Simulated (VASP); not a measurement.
# Co (Pm-3m) in VASP: a series of runs, part 2 of 2

VASP 6.6.1.

## (5) Single point, LDA, collinear spin, ferromagnetic start (11.01 Å³/atom)

This run uses another cell than the first one, of 11.01 Å³/atom.

Input file INCAR:

```
SYSTEM = Co
ALGO = Normal
EDIFF = 1E-6
ENCUT = 690
GGA = CA
GGA_COMPAT = .False.
ISIF = 2
ISMEAR = -1
ISPIN = 2
LASPH = .True.
LCHARG = .False.
LMAXMIX = 4
LORBIT = 11
LREAL = .False.
LWAVE = .False.
MAGMOM = 1.546
NBANDS = 18
NELM = 200
PREC = Accurate
SIGMA = 0.05
```

Input file KPOINTS:

```
k-points
0
Gamma
  16 16 16
  0 0 0
```

Input file POSCAR:

```
Co
1.0
    2.2245996154      0.0000000000      0.0000000000
    0.0000000000      2.2245996154      0.0000000000
    0.0000000000      0.0000000000      2.2245996154
Co
1
Direct
    0.0000000000      0.0000000000      0.0000000000
```

Potentials or basis: VASP PAW LDA potentials, release 64 (Co_sv).

Run with:

```sh
$ cat potpaw_LDA.64/Co_sv/POTCAR > POTCAR
$ mpirun -np 1 vasp_std > vasp.out
```

OUTCAR:

```text
SYSTEM = Co
   EDIFF = 1E-6
   ENCUT = 690
   GGA = CA
   ISIF = 2
   ISMEAR = -1
   ISPIN = 2
   LASPH = .True.
   LORBIT = 11
   LREAL = .False.
   NELM = 200
   PREC = Accurate

 ion  position               nearest neighbor table
   1  0.000  0.000  0.000-

  LATTYP: Found a simple cubic cell.
 ALAT       =     2.2245996154

  Lattice vectors:

 A1 = (   2.2245996154,   0.0000000000,   0.0000000000)
 A2 = (   0.0000000000,   2.2245996154,   0.0000000000)
 A3 = (   0.0000000000,   0.0000000000,   2.2245996154)

Analysis of symmetry for initial positions (statically):
=====================================================================
 Subroutine PRICEL returns:
 Original cell was already a primitive cell.

 Routine SETGRP: Setting up the symmetry group for a
 simple cubic supercell.

 Subroutine GETGRP returns: Found 48 space group operations
 (whereof 48 operations were pure point group operations)
 out of a pool of 48 trial point group operations.

The static configuration has the point symmetry O_h .

Analysis of symmetry for dynamics (positions and initial velocities):
=====================================================================
 Subroutine PRICEL returns:
 Original cell was already a primitive cell.

 Routine SETGRP: Setting up the symmetry group for a
 simple cubic supercell.

 Subroutine GETGRP returns: Found 48 space group operations
 (whereof 48 operations were pure point group operations)
 out of a pool of 48 trial point group operations.

The dynamic configuration has the point symmetry O_h .

Analysis of structural, dynamic, and magnetic symmetry:
=====================================================================
 Subroutine PRICEL returns:
 Original cell was already a primitive cell.

 Routine SETGRP: Setting up the symmetry group for a
 simple cubic supercell.

 Subroutine GETGRP returns: Found 48 space group operations
 (whereof 48 operations were pure point group operations)
 out of a pool of 48 trial point group operations.

The overall configuration has the point symmetry O_h .

 Subroutine INISYM returns: Found 48 space group operations
 (whereof 48 operations are pure point group operations),
 and found     1 'primitive' translations

----------------------------------------------------------------------------------------

                                     Primitive cell

  volume of cell :      11.0092

  direct lattice vectors                    reciprocal lattice vectors
     2.224599615  0.000000000  0.000000000     0.449519092  0.000000000  0.000000000
     0.000000000  2.224599615  0.000000000     0.000000000  0.449519092  0.000000000
     0.000000000  0.000000000  2.224599615     0.000000000  0.000000000  0.449519092

  length of vectors
     2.224599615  2.224599615  2.224599615     0.449519092  0.449519092  0.449519092

  position of ions in fractional coordinates (direct lattice)
     0.000000000  0.000000000  0.000000000

  ion indices of the primitive-cell ions
   primitive index   ion index
                 1           1

[... 53 lines left out ...]
   k-points           NKPTS =    165   k-points in BZ     NKDIM =    165   number of bands    NBANDS=     18
   number of dos      NEDOS =    301   number of ions     NIONS =      1
   total plane-waves  NPLWV =   8000
   dimension x,y,z NGX =    20 NGY =   20 NGZ =   20
   dimension x,y,z NGXF=    40 NGYF=   40 NGZF=   40
   ions per type =               1
   NGX,Y,Z   is equivalent  to a cutoff of  14.95, 14.95, 14.95 a.u.
   NGXF,Y,Z  is equivalent  to a cutoff of  29.89, 29.89, 29.89 a.u.
 SYSTEM =  Co
   PREC   = accura    normal or accurate (medium, high low for compatibility)
   ISTART =      0    job   : 0-new  1-cont  2-samecut
   ICHARG =      2    charge: 1-file 2-atom 10-const
   ISPIN  =      2    spin polarized calculation?
   LNONCOLLINEAR =      F non collinear calculations
   LSORBIT =      F    spin-orbit coupling
   LASPH  =      T    aspherical Exc in radial PAW
   ENCUT  =  690.0 eV  50.71 Ry    7.12 a.u.   4.76  4.76  4.76*2*pi/ulx,y,z
   NELM   =    200;   NELMIN=  2; NELMDL= -5     # of ELM steps
   EDIFF  = 0.1E-05   stopping-criterion for ELM
   LREAL  =      F    real-space projection
   EDIFFG = 0.1E-04   stopping-criterion for IOM
   NSW    =      0    number of steps for IOM
   IBRION =     -1    ionic relax: 0-MD 1-quasi-New 2-CG
   NFREE  =      0    steps in history (QN), initial steepest desc. (CG)
   ISIF   =      2    stress and relaxation
   ISYM   =      2    0-nonsym 1-usesym 2-fastsym
   POTIM  = 0.5000    time-step for ionic-motion
   TEBEG  =    0.0;   TEEND  =   0.0 temperature during run
   PSTRESS=    0.0 pullay stress
   NELECT =      17.0000    total number of electrons
   NUPDOWN=      -1.0000    fix difference up-down
   EMIN   =  10.00;   EMAX   =-10.00  energy-range for DOS
   EFERMI =   0.00;   METHOD = LEGACY
   ISMEAR =    -1;   SIGMA  =   0.05  broadening in eV -4-tet -1-fermi 0-gaus
   EFERMI_NEDOS =   21; number of points for ismear=-14 and -15
   IALGO  =     38    algorithm
   IMIX   =      4    mixing-type and parameters
     AMIX     =   0.40;   BMIX     =  1.00
     AMIX_MAG =   1.60;   BMIX_MAG =  1.00
  volume/ion in A,a.u.               =      11.01        74.29
  Fermi-wavevector in a.u.,A,eV,Ry     =   1.892224  3.575785 48.715834  3.580513
  Thomas-Fermi vector in A             =   2.933190
   LORBIT       =     11    0 simple, 1 ext, 2 COOP (PROOUT), +10 PAW based schemes
   GGA     = CA    functional components
   LHFCALC =     F    Hartree Fock is set to
   AEXX    =    0.0000 exact exchange contribution
   IVDW    =     0    specifies the selected vdW correction
   LEPSILON=     F    determine dielectric tensor
   LRPA    =     F    only Hartree local field effects (RPA)
 spin polarized calculation
  energy-cutoff  :      690.00
  volume of cell :       11.01
 maximum number of plane-waves:       468
 NGX is ok and might be reduce to    20
   NGX =  9   NGY =  9   NGZ =  9

 number of electron      16.9999987 magnetization       1.4410608

 Free energy of the ion-electron system (eV)
  ---------------------------------------------------
  ext. energy  EPLUGINS =         0.00000000
  ---------------------------------------------------
  free energy    TOTEN  =        -7.29320188 eV

  energy without entropy =       -7.28180445  energy(sigma->0) =       -7.28750317

 E-fermi :  11.5363     XC(G=0): -14.1076

 val. band max:       11.5335340352   @ k =   0.3125   0.3125   0.1875
 cond. band min:      11.5404608686   @ k =   0.3125   0.0625   0.0625
 fundamental gap:      0.0069268334
 Fermi energy:        11.5363420093

 spin component 1

 k-point     1 :       0.0000    0.0000    0.0000
  band No.  band energies     occupation
      1     -83.4191      1.00000
      2     -46.9442      1.00000
      3     -46.9442      1.00000
      4     -46.9442      1.00000
      5       2.5394      1.00000
      6       6.8468      1.00000
[... 493 lines left out ...]
     17      45.6112      0.00000
     18      47.4237      0.00000

 [... further k-points ...]

 spin component 2

 k-point     1 :       0.0000    0.0000    0.0000
  band No.  band energies     occupation
      1     -81.8151      1.00000
      2     -45.3790      1.00000
      3     -45.3790      1.00000
      4     -45.3790      1.00000
      5       2.7768      1.00000
      6       7.8500      1.00000
[... 493 lines left out ...]
     17      46.0958      0.00000
     18      47.6990      0.00000

 [... further k-points ...]

------------------------ aborting loop because EDIFF is reached ----------------------------------------

  FORCE on cell =-STRESS in cart. coord.  units (eV):
  Direction    XX          YY          ZZ          XY          YZ          ZX
  --------------------------------------------------------------------------------------
  -------------------------------------------------------------------------------------
  Total        0.5072723      0.5072723      0.5072723     -0.0000000     -0.0000000      0.0000000
  in kB       73.8237606     73.8237606     73.8237606     -0.0000000     -0.0000000      0.0000000
  external PRESSURE =      73.8237606 kB  Pullay stress =       0.0000000 kB

 VOLUME and BASIS-vectors are now :
 -----------------------------------------------------------------------------
  energy-cutoff  :      690.00
  volume of cell :       11.01
      direct lattice vectors                 reciprocal lattice vectors
     2.224599615  0.000000000  0.000000000     0.449519092  0.000000000  0.000000000
     0.000000000  2.224599615  0.000000000     0.000000000  0.449519092  0.000000000
     0.000000000  0.000000000  2.224599615     0.000000000  0.000000000  0.449519092

 POSITION                                       TOTAL-FORCE (eV/Angst)
 -----------------------------------------------------------------------------------
      0.00000      0.00000      0.00000         0.000000      0.000000      0.000000
 -----------------------------------------------------------------------------------
    total drift:                                0.000000      0.000000      0.000000

  FREE ENERGIE OF THE ION-ELECTRON SYSTEM (eV)
  ---------------------------------------------------
  free  energy   TOTEN  =        -7.2932018784 eV

  energy  without entropy=       -7.2818044544  energy(sigma->0) =       -7.28750317

 total charge

# of ion       s       p       d       tot
------------------------------------------
    1        2.282   6.111   6.808  15.200

 magnetization (x)

# of ion       s       p       d       tot
------------------------------------------
    1        0.006   0.003   1.413   1.422
```

Wall time 46 s (1 thread of Intel Xeon Platinum 8488C (Sapphire Rapids), shared host); peak memory 0.17 GiB.

What came out:

```yaml
Free_energy: -7.2932 eV
Pressure: 7.4 GPa
Net_moment: 1.44 μB per cell
Site_moments: Co +1.42 μB
Valence_electrons_inside_the_program's_atomic_spheres: Co 15.20
```

Caveat: the cell stands under pressure.

## (6) Overview

```tsv
spin	cell	smearing	gap on the mesh (eV)	pressure (GPa)
off	a = 2.132 Å, 1 atom	fermi-dirac 0.1 eV	none	38.4
off	a = 2.164 Å, 1 atom	fermi-dirac 0.1 eV	none	22.2
collinear, ferromagnetic start	a = 2.225 Å, 1 atom	fermi-dirac 0.05 eV	none	7.4
```

Alike in all rows: task single point; level LDA; potentials or basis VASP PAW LDA potentials, release 64 (Co_sv); k mesh 16 × 16 × 16; cutoff (eV) 690.

Caveats: the cell stands under pressure.

Total energies depend on the potentials used, so only differences within one code and one set of settings carry meaning.
